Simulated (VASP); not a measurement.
# Cr (Im-3m) in VASP: notebook

Runs on Cr. Level: PBE. Tasks: single point.

All numbers are computed with VASP 6.6.1; they aren't measurements. Logs are shortened: lines on timing, memory, paths and dates and some standing lists are left out, and cuts for length are marked.

## 1. The cell of the first run

It takes space group Im-3m (No. 229, cubic). The conventional cell has a = 2.940 Å, b = 2.940 Å, c = 2.940 Å, α = 90.00°, β = 90.00°, γ = 90.00°. Cr (site symmetry m-3m) has 14 Cr at 2.55 to 2.94 Å within 3.4 Å.

## 2. Single point, PBE, collinear spin, ferromagnetic start (W replaced by Cr, lengths x 0.915, strained)

Input file INCAR:

```
SYSTEM = Cr
  PREC = Accurate
  ENCUT = 520
  EDIFF = 1E-7
  ISMEAR = 0
  SIGMA = 0.1
  LREAL = .False.
  LASPH = .True.
  NELM = 150
  ALGO = Normal
  ISIF = 2
  LWAVE = .False.
  LCHARG = .True.
  ISPIN = 2
  MAGMOM = 3
  LORBIT = 11
  LMAXMIX = 4
  GGA = PE
  LELF = .True.
  LVHAR = .True.
  NBANDS = 16
```

Input file KPOINTS:

```
Automatic mesh
0
Gamma
  8 8 8
  0 0 0
```

Input file POSCAR:

```
Cr
1.0
   -1.4702202910      1.4702202910      1.4702202910
    1.4702202910     -1.4702202910      1.4702202910
    1.4702202910      1.4702202910     -1.4702202910
Cr
1
Direct
    0.0000000000      0.0000000000      0.0000000000
```

Potentials or basis: VASP PAW PBE potentials, release 64 (Cr_pv).

Launch:

```sh
> cat potpaw_PBE.64/Cr_pv/POTCAR > POTCAR
> mpirun -np 1 vasp_std > vasp.out
```

OUTCAR:

```text
SYSTEM = Cr
   PREC = Accurate
   ENCUT = 520
   EDIFF = 1E-7
   ISMEAR = 0
   LREAL = .False.
   LASPH = .True.
   NELM = 150
   ISIF = 2
   ISPIN = 2
   LORBIT = 11
   GGA = PE

 ion  position               nearest neighbor table
   1  0.000  0.000  0.000-

  LATTYP: Found a body centered cubic cell.
 ALAT       =     2.9404405820

  Lattice vectors:

 A1 = (  -1.4702202910,   1.4702202910,   1.4702202910)
 A2 = (   1.4702202910,  -1.4702202910,   1.4702202910)
 A3 = (   1.4702202910,   1.4702202910,  -1.4702202910)

Analysis of symmetry for initial positions (statically):
=====================================================================
 Subroutine PRICEL returns:
 Original cell was already a primitive cell.

 Routine SETGRP: Setting up the symmetry group for a
 body centered cubic supercell.

 Subroutine GETGRP returns: Found 48 space group operations
 (whereof 48 operations were pure point group operations)
 out of a pool of 48 trial point group operations.

The static configuration has the point symmetry O_h .

Analysis of symmetry for dynamics (positions and initial velocities):
=====================================================================
 Subroutine PRICEL returns:
 Original cell was already a primitive cell.

 Routine SETGRP: Setting up the symmetry group for a
 body centered cubic supercell.

 Subroutine GETGRP returns: Found 48 space group operations
 (whereof 48 operations were pure point group operations)
 out of a pool of 48 trial point group operations.

The dynamic configuration has the point symmetry O_h .

Analysis of structural, dynamic, and magnetic symmetry:
=====================================================================
 Subroutine PRICEL returns:
 Original cell was already a primitive cell.

 Routine SETGRP: Setting up the symmetry group for a
 body centered cubic supercell.

 Subroutine GETGRP returns: Found 48 space group operations
 (whereof 48 operations were pure point group operations)
 out of a pool of 48 trial point group operations.

The overall configuration has the point symmetry O_h .

 Subroutine INISYM returns: Found 48 space group operations
 (whereof 48 operations are pure point group operations),
 and found     1 'primitive' translations

----------------------------------------------------------------------------------------

                                     Primitive cell

  volume of cell :      12.7118

  direct lattice vectors                    reciprocal lattice vectors
    -1.470220291  1.470220291  1.470220291     0.000000000  0.340085090  0.340085090
     1.470220291 -1.470220291  1.470220291     0.340085090  0.000000000  0.340085090
     1.470220291  1.470220291 -1.470220291     0.340085090  0.340085090  0.000000000

  length of vectors
     2.546496242  2.546496242  2.546496242     0.480952947  0.480952947  0.480952947

  position of ions in fractional coordinates (direct lattice)
     0.000000000  0.000000000  0.000000000

  ion indices of the primitive-cell ions
   primitive index   ion index
                 1           1

----------------------------------------------------------------------------------------

 KPOINTS: Automatic mesh

Automatic generation of k-mesh.
 Grid dimensions read from file:
 generate k-points for:    8    8    8

 Generating k-lattice:

  Cartesian coordinates                     Fractional coordinates (reciprocal lattice)
     0.000000000  0.042510636  0.042510636     0.125000000  0.000000000  0.000000000
     0.042510636  0.000000000  0.042510636     0.000000000  0.125000000  0.000000000
     0.042510636  0.042510636  0.000000000     0.000000000  0.000000000  0.125000000

  Length of vectors
     0.060119118  0.060119118  0.060119118

  Shift w.r.t. Gamma in fractional coordinates (k-lattice)
     0.000000000  0.000000000  0.000000000

 Subroutine IBZKPT returns following result:
 ===========================================

 Found     29 irreducible k-points:

 Following reciprocal coordinates:
            Coordinates               Weight
  0.000000  0.000000  0.000000      1.000000
  0.125000  0.000000  0.000000     12.000000
  0.250000  0.000000  0.000000     12.000000
  0.375000  0.000000  0.000000     12.000000
  0.500000  0.000000  0.000000      6.000000
  0.125000  0.125000  0.000000     24.000000
[... 16 lines left out ...]
 -0.250000  0.250000  0.250000      6.000000
 -0.375000  0.375000  0.250000     24.000000
 [... further k-points ...]
   k-points           NKPTS =     29   k-points in BZ     NKDIM =     29   number of bands    NBANDS=     16
   number of dos      NEDOS =    301   number of ions     NIONS =      1
   total plane-waves  NPLWV =   8000
   dimension x,y,z NGX =    20 NGY =   20 NGZ =   20
   dimension x,y,z NGXF=    40 NGYF=   40 NGZF=   40
   ions per type =               1
   NGX,Y,Z   is equivalent  to a cutoff of  13.06, 13.06, 13.06 a.u.
   NGXF,Y,Z  is equivalent  to a cutoff of  26.11, 26.11, 26.11 a.u.
 SYSTEM =  Cr
   PREC   = accura    normal or accurate (medium, high low for compatibility)
   ISTART =      0    job   : 0-new  1-cont  2-samecut
   ICHARG =      2    charge: 1-file 2-atom 10-const
   ISPIN  =      2    spin polarized calculation?
   LNONCOLLINEAR =      F non collinear calculations
   LSORBIT =      F    spin-orbit coupling
   LASPH  =      T    aspherical Exc in radial PAW
   ENCUT  =  520.0 eV  38.22 Ry    6.18 a.u.   4.73  4.73  4.73*2*pi/ulx,y,z
   NELM   =    150;   NELMIN=  2; NELMDL= -5     # of ELM steps
   EDIFF  = 0.1E-06   stopping-criterion for ELM
   LREAL  =      F    real-space projection
   EDIFFG = 0.1E-05   stopping-criterion for IOM
   NSW    =      0    number of steps for IOM
   IBRION =     -1    ionic relax: 0-MD 1-quasi-New 2-CG
   NFREE  =      0    steps in history (QN), initial steepest desc. (CG)
   ISIF   =      2    stress and relaxation
   ISYM   =      2    0-nonsym 1-usesym 2-fastsym
   POTIM  = 0.5000    time-step for ionic-motion
   TEBEG  =    0.0;   TEEND  =   0.0 temperature during run
   PSTRESS=    0.0 pullay stress
   NELECT =      12.0000    total number of electrons
   NUPDOWN=      -1.0000    fix difference up-down
   EMIN   =  10.00;   EMAX   =-10.00  energy-range for DOS
   EFERMI =   0.00;   METHOD = LEGACY
   ISMEAR =     0;   SIGMA  =   0.10  broadening in eV -4-tet -1-fermi 0-gaus
   EFERMI_NEDOS =   21; number of points for ismear=-14 and -15
   IALGO  =     38    algorithm
   IMIX   =      4    mixing-type and parameters
     AMIX     =   0.40;   BMIX     =  1.00
     AMIX_MAG =   1.60;   BMIX_MAG =  1.00
  volume/ion in A,a.u.               =      12.71        85.78
  Fermi-wavevector in a.u.,A,eV,Ry     =   1.605953  3.034811 35.090583  2.579085
  Thomas-Fermi vector in A             =   2.702218
   LORBIT       =     11    0 simple, 1 ext, 2 COOP (PROOUT), +10 PAW based schemes
   GGA     = PE    functional components
   LHFCALC =     F    Hartree Fock is set to
   AEXX    =    0.0000 exact exchange contribution
   IVDW    =     0    specifies the selected vdW correction
   LEPSILON=     F    determine dielectric tensor
   LRPA    =     F    only Hartree local field effects (RPA)
 spin polarized calculation
 Gauss-broadening in eV      SIGMA  =   0.10
  energy-cutoff  :      520.00
  volume of cell :       12.71
 maximum number of plane-waves:       370
   NGX =  9   NGY =  9   NGZ =  9

 number of electron      12.0000013 magnetization      -0.0003334

 number of electron      12.0000013 magnetization       0.0000031

 Free energy of the ion-electron system (eV)
  ---------------------------------------------------
  ext. energy  EPLUGINS =         0.00000000
  ---------------------------------------------------
  free energy    TOTEN  =        -9.43536798 eV

  energy without entropy =       -9.43499242  energy(sigma->0) =       -9.43518020

 E-fermi :   9.5049     XC(G=0): -13.1304

 val. band max:        9.3347747680   @ k =  -0.3750   0.5000   0.2500
 cond. band min:       9.6691200448   @ k =  -0.2500   0.2500   0.1250
 fundamental gap:      0.3343452768
 Fermi energy:         9.5049216077

 spin component 1

 k-point     1 :       0.0000    0.0000    0.0000
  band No.  band energies     occupation
      1     -33.2141      1.00000
      2     -33.2141      1.00000
      3     -33.2141      1.00000
      4       2.1641      1.00000
      5       8.8404      1.00000
      6       8.8404      1.00000
[... 8 lines left out ...]
     15      37.8314      0.00000
     16      41.5668      0.00000

 k-point     2 :       0.1250    0.0000    0.0000
  band No.  band energies     occupation
      1     -33.3158      1.00000
      2     -33.2462      1.00000
      3     -33.2146      1.00000
      4       2.7803      1.00000
      5       8.6236      1.00000
      6       8.7841      1.00000
[... 8 lines left out ...]
     15      37.5591      0.00000
     16      37.7882      0.00000
[... 387 lines left out ...]
      5       8.1183      1.00000
      6       9.2820      0.99919
[... 8 lines left out ...]
     15      41.0416      0.00000
     16      41.0416      0.00000

 k-point    24 :      -0.3750    0.3750    0.2500
  band No.  band energies     occupation
      1     -33.7117      1.00000
      2     -33.5234      1.00000
      3     -33.4602      1.00000
      4       6.5822      1.00000
      5       7.2897      1.00000
      6       9.2964      0.99841
[... 8 lines left out ...]
     15      39.4806      0.00000
     16      40.0695      0.00000

 [... further k-points ...]

 spin component 2

 k-point     1 :       0.0000    0.0000    0.0000
  band No.  band energies     occupation
      1     -33.2141      1.00000
      2     -33.2141      1.00000
      3     -33.2141      1.00000
      4       2.1641      1.00000
      5       8.8404      1.00000
      6       8.8404      1.00000
[... 8 lines left out ...]
     15      37.8314      0.00000
     16      41.5667      0.00000

 k-point     2 :       0.1250    0.0000    0.0000
  band No.  band energies     occupation
      1     -33.3158      1.00000
      2     -33.2462      1.00000
      3     -33.2146      1.00000
      4       2.7803      1.00000
      5       8.6236      1.00000
      6       8.7841      1.00000
[... 8 lines left out ...]
     15      37.5591      0.00000
     16      37.7882      0.00000
[... 387 lines left out ...]
      5       8.1183      1.00000
      6       9.2820      0.99919
[... 8 lines left out ...]
     15      41.0416      0.00000
     16      41.0416      0.00000

 k-point    24 :      -0.3750    0.3750    0.2500
  band No.  band energies     occupation
      1     -33.7117      1.00000
      2     -33.5234      1.00000
      3     -33.4602      1.00000
      4       6.5822      1.00000
      5       7.2896      1.00000
      6       9.2964      0.99840
[... 8 lines left out ...]
     15      39.4806      0.00000
     16      40.0694      0.00000

 [... further k-points ...]
[... 5 lines left out ...]
  --------------------------------------------------------------------------------------
  -------------------------------------------------------------------------------------
  Total       -1.6038362     -1.6038362     -1.6038362     -0.0000000      0.0000000      0.0000000
  in kB     -202.1451745   -202.1451745   -202.1451745     -0.0000000      0.0000000      0.0000000
  external PRESSURE =    -202.1451745 kB  Pullay stress =       0.0000000 kB

 VOLUME and BASIS-vectors are now :
 -----------------------------------------------------------------------------
  energy-cutoff  :      520.00
  volume of cell :       12.71
      direct lattice vectors                 reciprocal lattice vectors
    -1.470220291  1.470220291  1.470220291     0.000000000  0.340085090  0.340085090
     1.470220291 -1.470220291  1.470220291     0.340085090  0.000000000  0.340085090
     1.470220291  1.470220291 -1.470220291     0.340085090  0.340085090  0.000000000

 POSITION                                       TOTAL-FORCE (eV/Angst)
 -----------------------------------------------------------------------------------
      0.00000      0.00000      0.00000         0.000000      0.000000     -0.000000
 -----------------------------------------------------------------------------------
    total drift:                                0.000000     -0.000000      0.000000

  FREE ENERGIE OF THE ION-ELECTRON SYSTEM (eV)
  ---------------------------------------------------
  free  energy   TOTEN  =        -9.4353679836 eV

  energy  without entropy=       -9.4349924175  energy(sigma->0) =       -9.43518020

 total charge

# of ion       s       p       d       tot
------------------------------------------
    1        0.407   6.353   4.101  10.862

 magnetization (x)

# of ion       s       p       d       tot
------------------------------------------
    1       -0.000  -0.000   0.000   0.000
```

Wall time 7.9 s (1 thread of Intel Xeon 6975P-C (Granite Rapids), shared host); peak memory 0.13 GiB.

Results:

| Quantity | Value |
| --- | --- |
| Free energy | -9.4354 eV |
| Pressure | -20.2 GPa |
| Band gap on the k mesh | zero (filled and empty bands overlap) |
| Net moment | 0.00 μB per cell |
| Valence electrons inside the program's atomic spheres | Cr 10.86 |

Caveat: the k points lie up to 0.38 Å⁻¹ apart; the cell differs from its parent crystal (W replaced by Cr, lengths x 0.915, strained); the starting moments collapsed, and a magnetic state may lie lower.

## 3. Single point, PBE (W replaced by Cr, lengths x 0.915, strained)

Input file INCAR:

```
PREC     = Accurate       # precision mode
ENCUT    = 520            # plane-wave cutoff, eV
EDIFF    = 1E-7           # SCF threshold, eV
ISMEAR   = 0              # smearing method
SIGMA    = 0.1            # smearing width, eV
LREAL    = False          # projectors in reciprocal space
LASPH    = True           # aspherical terms in the spheres
NELM     = 100            # most SCF steps
ALGO     = Normal         # electronic algorithm
ISIF     = 2              # what is computed and relaxed
LWAVE    = False          # write WAVECAR
LCHARG   = True           # write CHGCAR
GGA      = PE             # functional
LELF     = True           # ELF
LVHAR    = True         
NBANDS   = 12             # bands
```

Input file KPOINTS:

```
Automatic mesh
0
Gamma
  20 20 20
```

POSCAR is that of step 2.

Potentials or basis: VASP PAW PBE potentials, release 64 (Cr_pv).

Launch:

```sh
> cat potpaw_PBE.64/Cr_pv/POTCAR > POTCAR
> mpirun -np 1 vasp_std > vasp.out
```

Wall time 17 s (1 thread of Intel Xeon 6975P-C (Granite Rapids), shared host); peak memory 0.15 GiB.

Results (log left out):

```
Free energy            : -9.4364 eV
Pressure               : -20.5 GPa
Band gap on the k mesh : zero (band 6 reaches 11.79 eV, above the bottom of band 7 at 8.86 eV)
```

Levels at points of the mesh, in eV from the Fermi level:
```csv
k point,band 3,band 4,band 5,band 6,band 7,band 8,band 9,band 10
"(0.00, 0.00, 0.00)",-42.86,-7.50,-0.81,-0.81,-0.81,1.01,1.01,7.05
"(0.50, 0.00, 0.00)",-42.86,-3.98,-2.16,0.91,0.99,1.29,2.46,7.04
"(0.50, 0.50, 0.50)",-43.32,-3.76,-3.76,2.12,2.12,2.12,7.04,9.78
```

Caveat: the cell differs from its parent crystal (W replaced by Cr, lengths x 0.915, strained); the run has no spin polarisation, though such a crystal can be magnetic. Spin polarisation is off, so any magnetic state and its effect on volume and gap are missing.

[end of part 1 of 2]
